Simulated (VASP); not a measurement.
Runs of VASP 6.6.1 on Si. The structure is that of space group P6_3/mmc (No. 194), or close to it. The cells are those of the table. 

| cell | gap on the mesh (eV) | pressure (GPa) | largest force (eV/Å) |
| --- | --- | --- | --- |
| a = 4.033, b = 4.033, c = 6.342 Å, angles 90.0, 90.0, 120.0°, 4 atoms | 0.51 | -7.8 | 0.42 |
| a = 3.602, b = 3.602, c = 6.342 Å, angles 90.0, 90.0, 120.0°, 4 atoms | (b) | 15.7 | 0.99 |
| a = 3.659, b = 3.659, c = 6.342 Å, angles 90.0, 90.0, 120.0°, 4 atoms | 0.61 | 10.8 | 0.67 |
| a = 3.947, b = 3.947, c = 6.342 Å, angles 90.0, 90.0, 120.0°, 4 atoms | 0.60 | -5.1 | 0.28 |
| a = 4.004, b = 4.004, c = 6.342 Å, angles 90.0, 90.0, 120.0°, 4 atoms | 0.57 | (a) | 0.38 |

Alike in all rows: task single point; level r2SCAN; potentials or basis VASP PAW PBE potentials, release 64 (Si); no spin polarisation; k mesh 12 × 12 × 4; cutoff (eV) 520; smearing gaussian 0.05 eV.

Problem. Fill in the values left out.

Solution. (a) -7.0; (b) 0.45.

Caveats: the PAW data sets were made with another functional, which shifts forces and pressure a little.

A k mesh can miss the band edges.
